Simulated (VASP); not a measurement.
# Rh (R-3m) in VASP: a series of runs, part 2 of 2

VASP 6.6.1. The steps go on from the part before.

**5. Single point, PBE (equal xy, yz and zx shear strains of -3 %)**

Contents of INCAR:

```
SYSTEM = Rh
ALGO = Normal ; EDIFF = 1E-6
ENCUT = 520 ; GGA = PE
ISIF = 2 ; ISMEAR = -1
LASPH = .TRUE. ; LCHARG = .TRUE.
LELF = .TRUE. ; LREAL = .FALSE.
LVHAR = .TRUE. ; LWAVE = .FALSE.
NBANDS = 14 ; NELM = 60
PREC = Accurate ; SIGMA = 0.08
```

Contents of KPOINTS:

```
k-points
0
G
  16 16 16
  0 0 0
```

Contents of POSCAR:

```
Rh
1.0
   -0.0570465000      1.8730267500      1.8730267500
    1.8730267500     -0.0570465000      1.8730267500
    1.8730267500      1.8730267500     -0.0570465000
Rh
1
Direct
    0.0000000000      0.0000000000      0.0000000000
```

Potentials or basis: VASP PAW PBE potentials, release 64 (Rh_pv).

Run with:

```bash
$ cat potpaw_PBE.64/Rh_pv/POTCAR > POTCAR
$ mpirun -np 1 vasp_std > vasp.out
```

OUTCAR:

```text
SYSTEM = Rh
   EDIFF = 1E-6
   ENCUT = 520
   GGA = PE
   ISIF = 2
   ISMEAR = -1
   LASPH = .TRUE.
   LREAL = .FALSE.
   NELM = 60
   PREC = Accurate

 ion  position               nearest neighbor table
   1  0.000  0.000  0.000-

  LATTYP: Found a trigonal (rhomboedric) cell.
 ALAT       =     2.6494740451
 COS(alpha) =     0.4693254694

  Lattice vectors:

 A1 = (  -0.0570465000,   1.8730267500,   1.8730267500)
 A2 = (   1.8730267500,  -0.0570465000,   1.8730267500)
 A3 = (   1.8730267500,   1.8730267500,  -0.0570465000)
[... 586 lines left out ...]

 [... further k-points ...]

------------------------ aborting loop because EDIFF is reached ----------------------------------------

  FORCE on cell =-STRESS in cart. coord.  units (eV):
  Direction    XX          YY          ZZ          XY          YZ          ZX
  --------------------------------------------------------------------------------------
  -------------------------------------------------------------------------------------
  Total        0.5977535      0.5977535      0.5977535      0.5219489      0.5219489      0.5219489
  in kB       69.6908374     69.6908374     69.6908374     60.8529267     60.8529267     60.8529267
  external PRESSURE =      69.6908374 kB  Pullay stress =       0.0000000 kB

 VOLUME and BASIS-vectors are now :
 -----------------------------------------------------------------------------
  energy-cutoff  :      520.00
  volume of cell :       13.74
      direct lattice vectors                 reciprocal lattice vectors
    -0.057046500  1.873026750  1.873026750    -0.255051481  0.263063570  0.263063570
     1.873026750 -0.057046500  1.873026750     0.263063570 -0.255051481  0.263063570
     1.873026750  1.873026750 -0.057046500     0.263063570  0.263063570 -0.255051481

 POSITION                                       TOTAL-FORCE (eV/Angst)
 -----------------------------------------------------------------------------------
      0.00000      0.00000      0.00000         0.000000     -0.000000      0.000000
 -----------------------------------------------------------------------------------
    total drift:                                0.000000      0.000000      0.000000

  FREE ENERGIE OF THE ION-ELECTRON SYSTEM (eV)
  ---------------------------------------------------
  free  energy   TOTEN  =        -7.2435101465 eV

  energy  without entropy=       -7.2131335782  energy(sigma->0) =       -7.22832186
```

stdout:

```text
POSCAR found type information on POSCAR Rh
 POSCAR found :  1 types and       1 ions
 scaLAPACK will be used
 LDA part: xc-table for (Slater+PW92), standard interpolation
 POSCAR, INCAR and KPOINTS ok, starting setup
 FFT: planning ... GRIDC
 FFT: planning ... GRID_SOFT
 FFT: planning ... GRID
 WAVECAR not read
 entering main loop
```

Wall time 22 s (1 thread of Intel Xeon 6975P-C (Granite Rapids), shared host); peak memory 0.18 GiB.

What came out:

```yaml
Free_energy: -7.2435 eV
Pressure: 7.0 GPa
Band_gap_on_the_k_mesh: zero (an odd number of electrons rules out a gap without spin polarisation)
```

Stress tensor (GPa, compression positive):
```
6.97 6.09 6.09
6.09 6.97 6.09
6.09 6.09 6.97
```

Caveat: the cell differs from its parent crystal (equal xy, yz and zx shear strains of -3 %); the cell stands under pressure.

**6. Single point, PBE (equal xy, yz and zx shear strains of -1 %)**

Contents of INCAR:

```
SYSTEM = Rh
PREC     = Accurate       ! precision mode
ENCUT    = 520            ! plane-wave cutoff, eV
EDIFF    = 1E-7           ! SCF threshold, eV
ISMEAR   = -1             ! smearing method
SIGMA    = 0.08           ! smearing width, eV
LREAL    = .FALSE.        ! projectors in reciprocal space
LASPH    = .TRUE.         ! aspherical terms in the spheres
NELM     = 100            ! most SCF steps
ALGO     = Normal         ! electronic algorithm
ISIF     = 2              ! what is computed and relaxed
LWAVE    = .FALSE.        ! write WAVECAR
LCHARG   = .TRUE.         ! write CHGCAR
GGA      = PE             ! functional
LELF     = .TRUE.         ! ELF
LVHAR    = .TRUE.       
NBANDS   = 14             ! bands
```

Contents of KPOINTS:

```
regular mesh
0
G
  16 16 16
  0 0 0
```

Contents of POSCAR:

```
Rh
1.0
   -0.0190155000      1.8920422500      1.8920422500
    1.8920422500     -0.0190155000      1.8920422500
    1.8920422500      1.8920422500     -0.0190155000
Rh
1
Direct
    0.0000000000      0.0000000000      0.0000000000
```

Potentials or basis: VASP PAW PBE potentials, release 64 (Rh_pv).

Run with:

```bash
$ cat potpaw_PBE.64/Rh_pv/POTCAR > POTCAR
$ mpirun -np 1 vasp_std > vasp.out
```

OUTCAR:

```text
SYSTEM = Rh
   PREC = Accurate
   ENCUT = 520
   EDIFF = 1E-7
   ISMEAR = -1
   LREAL = .FALSE.
   LASPH = .TRUE.
   NELM = 100
   ISIF = 2
   GGA = PE

 ion  position               nearest neighbor table
   1  0.000  0.000  0.000-

  LATTYP: Found a trigonal (rhomboedric) cell.
 ALAT       =     2.6758193775
 COS(alpha) =     0.4899250057

  Lattice vectors:

 A1 = (  -0.0190155000,   1.8920422500,   1.8920422500)
 A2 = (   1.8920422500,  -0.0190155000,   1.8920422500)
 A3 = (   1.8920422500,   1.8920422500,  -0.0190155000)

Analysis of symmetry for initial positions (statically):
=====================================================================
 Subroutine PRICEL returns:
 Original cell was already a primitive cell.

 Routine SETGRP: Setting up the symmetry group for a
 trigonal (rhombohedral) supercell.

 Subroutine GETGRP returns: Found 12 space group operations
 (whereof 12 operations were pure point group operations)
 out of a pool of 12 trial point group operations.

The static configuration has the point symmetry D_3d.

Analysis of symmetry for dynamics (positions and initial velocities):
[... 171 lines left out ...]
      7       8.9498      2.00000
      8      10.9162      1.99999
      9      10.9162      1.99999
     10      27.8945      0.00000
     11      32.4402      0.00000
     12      33.2003      0.00000
     13      33.2003      0.00000
     14      33.6853      0.00000
[... 377 lines left out ...]
      1     -34.5420      2.00000
      2     -34.4952      2.00000
      3     -34.4778      2.00000
      4       4.3514      2.00000
      5       8.5742      2.00000
      6       8.9243      2.00000
      7       9.1042      2.00000
      8      10.7392      2.00000
      9      10.9506      1.99998
     10      28.4572      0.00000
     11      31.5658      0.00000
     12      32.4414      0.00000
     13      33.3670      0.00000
     14      34.4098      0.00000

 [... further k-points ...]

------------------------ aborting loop because EDIFF is reached ----------------------------------------

  FORCE on cell =-STRESS in cart. coord.  units (eV):
  Direction    XX          YY          ZZ          XY          YZ          ZX
  --------------------------------------------------------------------------------------
  -------------------------------------------------------------------------------------
  Total        0.5297258      0.5297258      0.5297258      0.1731885      0.1731885      0.1731885
  in kB       61.7221667     61.7221667     61.7221667     20.1794376     20.1794376     20.1794376
  external PRESSURE =      61.7221667 kB  Pullay stress =       0.0000000 kB

 VOLUME and BASIS-vectors are now :
 -----------------------------------------------------------------------------
  energy-cutoff  :      520.00
  volume of cell :       13.75
      direct lattice vectors                 reciprocal lattice vectors
    -0.019015500  1.892042250  1.892042250    -0.260313822  0.262956602  0.262956602
     1.892042250 -0.019015500  1.892042250     0.262956602 -0.260313822  0.262956602
     1.892042250  1.892042250 -0.019015500     0.262956602  0.262956602 -0.260313822

 POSITION                                       TOTAL-FORCE (eV/Angst)
 -----------------------------------------------------------------------------------
      0.00000      0.00000      0.00000        -0.000000      0.000000     -0.000000
 -----------------------------------------------------------------------------------
    total drift:                                0.000000      0.000000      0.000000

  FREE ENERGIE OF THE ION-ELECTRON SYSTEM (eV)
  ---------------------------------------------------
  free  energy   TOTEN  =        -7.2649194983 eV

  energy  without entropy=       -7.2352631988  energy(sigma->0) =       -7.25009135
```

OSZICAR:

```text
N       E                     dE             d eps       ncg     rms          rms(c)
DAV:   1     0.119798971487E+03    0.11980E+03   -0.87293E+03 11720   0.115E+03
DAV:   2    -0.616085966901E+01   -0.12596E+03   -0.12037E+03 12786   0.341E+02
DAV:   3    -0.775458324987E+01   -0.15937E+01   -0.15906E+01 14046   0.421E+01
DAV:   4    -0.776050977830E+01   -0.59265E-02   -0.59263E-02 13140   0.263E+00
DAV:   5    -0.776056199214E+01   -0.52214E-04   -0.52210E-04 13824   0.218E-01    0.102E+01
DAV:   6    -0.728471546602E+01    0.47585E+00   -0.80599E-01 12312   0.124E+01    0.357E+00
DAV:   7    -0.726836580938E+01    0.16350E-01   -0.17083E-02 13494   0.161E+00    0.168E+00
DAV:   8    -0.726507039732E+01    0.32954E-02   -0.34753E-03 12324   0.793E-01    0.212E-01
DAV:   9    -0.726491750677E+01    0.15289E-03   -0.11311E-04 12372   0.148E-01    0.116E-02
DAV:  10    -0.726491940089E+01   -0.18941E-05   -0.30055E-06 13338   0.212E-02    0.330E-03
DAV:  11    -0.726491956946E+01   -0.16857E-06   -0.30459E-07 13152   0.758E-03    0.882E-04
DAV:  12    -0.726491949827E+01    0.71188E-07   -0.88278E-09  6096   0.135E-03
   1 F= -.72649195E+01 E0= -.72500913E+01  d E =-.296563E-01
```

Run time: 24 s. Hardware: 1 thread of Intel Xeon 6975P-C (Granite Rapids), shared host; peak memory 0.18 GiB.

Results:

| Item | Value |
| --- | --- |
| Free energy | -7.2649 eV |
| Pressure | 6.2 GPa |
| Band gap on the k mesh | zero (an odd number of electrons rules out a gap without spin polarisation) |

Caveat: the cell differs from its parent crystal (equal xy, yz and zx shear strains of -1 %); the cell stands under pressure.

**7. Summary**

```tsv
cell	gap on the mesh (eV)	pressure (GPa)
a = 2.663 Å, angles 61.3°, 1 atom	none	6.5
a = 2.703 Å, angles 59.3°, 1 atom	none	6.2
a = 2.730 Å, angles 58.0°, 1 atom	none	7.0
a = 2.649 Å, angles 62.0°, 1 atom	none	7.0
a = 2.676 Å, angles 60.7°, 1 atom	none	6.2
```

Alike in all rows: task single point; level PBE; potentials or basis VASP PAW PBE potentials, release 64 (Rh_pv); no spin polarisation; k mesh 16 × 16 × 16; cutoff (eV) 520; smearing fermi-dirac 0.08 eV.

Caveats: the cell stands under pressure.

Total energies depend on the potentials used, so only differences within one code and one set of settings carry meaning.
